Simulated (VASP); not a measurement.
Crystal: ZrAl5N6.

```
Zr Al N
1.0
     3.33040    0.00000    0.00000
     0.00000    3.33040    0.00000
     0.00000    0.00000   14.12971
Zr Al N
1 5 6
Direct
  0.00000 0.00000 0.00000
  0.00000 0.00000 0.66667
  0.50000 0.50000 0.83333
  0.50000 0.50000 0.16667
  0.00000 0.00000 0.33333
  0.50000 0.50000 0.50000
  0.00000 0.00000 0.83333
  0.50000 0.50000 0.00000
  0.00000 0.00000 0.16667
  0.50000 0.50000 0.33333
  0.00000 0.00000 0.50000
  0.50000 0.50000 0.66667
```

| Property | Result |
| --- | --- |
| Program | VASP 6.6.1 |
| Task | relaxation of cell and atoms |
| Functional | PBE |
| Potentials or basis | VASP PAW PBE potentials, release 64 (Zr_sv, Al, N) |
| Cutoff | 600 eV |
| k mesh | 6 × 6 × 2 |
| Occupations | gaussian, width 0.1 eV |
| Spin | no spin polarisation |

At the start: pressure -37.5 GPa; volume 13.06 Å³/atom.

Q: How do energy, volume and symmetry change on relaxing?

A: Over 15 steps the energy falls by 651.0 meV/atom and the volume is 9.33 Å³/atom (-28.6 %); space group P4/mmm (No. 123, to 0.1 Å) before and after.

The path:
```csv
step,energy change (eV),largest force (eV/Å),pressure (GPa),volume (Å³)
1,0.0000,0.9173,-37.51,156.72
2,-5.0128,4.8256,47.82,97.09
3,-7.0208,3.2737,-0.83,112.96
4,-7.0221,3.3381,0.83,112.18
5,-7.3994,1.5746,6.07,109.27
6,-7.4339,1.3111,4.49,109.91
7,-7.6292,0.6510,-2.45,112.98
8,-7.6403,0.7702,-4.31,113.94
9,-7.7617,0.7160,-0.08,112.01
10,-7.7657,0.6968,0.95,111.60
11,-7.8005,0.4568,1.02,111.57
12,-7.8040,0.3016,0.95,111.57
13,-7.8100,0.1219,-0.90,112.42
14,-7.8113,0.0434,-0.37,112.17
15,-7.8119,0.0373,0.18,111.93
```

Final structure:
```yaml
crystal:
  lattice:
    - [2.98806, 0.00000, 0.00000]
    - [0.00000, 2.98806, 0.00000]
    - [0.00000, 0.00000, 12.53577]
  atoms:
    - { symbol: Zr, position: [0.00000, 0.00000, 0.00000] }
    - { symbol: Al, position: [0.00000, 0.00000, 0.65767] }
    - { symbol: Al, position: [0.50000, 0.50000, 0.81695] }
    - { symbol: Al, position: [0.50000, 0.50000, 0.18305] }
    - { symbol: Al, position: [0.00000, 0.00000, 0.34233] }
    - { symbol: Al, position: [0.50000, 0.50000, 0.50000] }
    - { symbol: N, position: [0.00000, 0.00000, 0.81532] }
    - { symbol: N, position: [0.50000, 0.50000, 0.00000] }
    - { symbol: N, position: [0.00000, 0.00000, 0.18468] }
    - { symbol: N, position: [0.50000, 0.50000, 0.34174] }
    - { symbol: N, position: [0.00000, 0.00000, 0.50000] }
    - { symbol: N, position: [0.50000, 0.50000, 0.65826] }
```

Caveat: the volume moved by over 15 % at a fixed basis, so the end points are rough.
